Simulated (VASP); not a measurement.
# Ta: single point with PBE

The system is Ta.

```
CELL_PARAMETERS angstrom
-1.66005 1.66005 1.66005
1.66005 -1.66005 1.66005
1.66005 1.66005 -1.66005
ATOMIC_POSITIONS crystal
Ta 0.00000 0.00000 0.00000
```

| Quantity | Value |
| --- | --- |
| Program | VASP 6.6.1 |
| Task | single point |
| Functional | PBE |
| Potentials or basis | VASP PAW PBE potentials, release 64 (Ta_pv) |
| Cutoff | 500 eV |
| k mesh | 18 × 18 × 18 |
| Occupations | fermi-dirac, width 0.1 eV |
| Spin | no spin polarisation |
| Dipole correction | no |
| Further INCAR settings | ALGO = Normal; EDIFF = 1e-06; NBANDS = 12 |

| Property | Result |
| --- | --- |
| Pressure | 0.1 GPa |

Levels at points of the mesh, in eV from the Fermi level:
```
           k point  band 2  band 3  band 4  band 5  band 6  band 7  band 8  band 9
(0.00, 0.00, 0.00)  -33.15  -33.15   -7.87    0.72    0.72    0.72    3.94    3.94
(0.50, 0.00, 0.00)  -33.51  -33.15   -4.32   -1.51    1.50    3.81    4.82    7.63
(0.50, 0.50, 0.50)  -33.93  -33.93   -3.72   -3.72    6.69    6.69    6.69    8.50
```

Wall time 41 s on 1 thread of AMD EPYC 9R45 (Zen 5) (shared host), peak memory 0.13 GiB.

Caveat: spin-orbit coupling is left out, which moves the levels of the heavy elements.
